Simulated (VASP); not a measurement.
A run of VASP 6.6.1 is set up as follows.

File POSCAR:

```
Cs
1.0
    0.0000000000      4.0002934844      4.0002934844
    4.0002934844      0.0000000000      4.0002934844
    4.0002934844      4.0002934844      0.0000000000
Cs
1
Direct
    0.0000000000      0.0000000000      0.0000000000
```

INCAR.step1

```
  PREC = Accurate
  ENCUT = 520
  ISMEAR = -1
  SIGMA = 0.05
  LREAL = F
  LASPH = T
  NELM = 60
  NBANDS = 10
  GGA = PE
  ALGO = Normal
  EDIFF = 1E-4
  LWAVE = T
  LCHARG = F
```

INCAR.step2

```
  PREC = Accurate
  ENCUT = 520
  EDIFF = 1E-6
  ISMEAR = -1
  SIGMA = 0.05
  LREAL = F
  LASPH = T
  NELM = 60
  ALGO = Normal
  ISIF = 2
  LWAVE = F
  LCHARG = F
  METAGGA = R2SCAN
  LMIXTAU = T
  NBANDS = 10
  ISTART = 1
```

The input KPOINTS:

```
regular mesh
0
Gamma
  6 6 6
```

Potentials or basis: VASP PAW PBE potentials, release 64 (Cs_sv).

The run is started by

```bash
$ cat potpaw_PBE.64/Cs_sv/POTCAR > POTCAR
$ cp INCAR.step1 INCAR
$ mpirun -np 1 vasp_std > vasp.out
$ cp INCAR.step2 INCAR
$ mpirun -np 1 vasp_std > vasp.out
```

Question: Predict the band gap on the k mesh.

Answer: Zero (an odd number of electrons rules out a gap without spin polarisation).

Question: Predict the pressure.

Answer: 0.0 GPa.

Caveat: the PAW data sets were made with another functional, which shifts forces and pressure a little; spin-orbit coupling is left out, which moves the levels of the heavy elements.
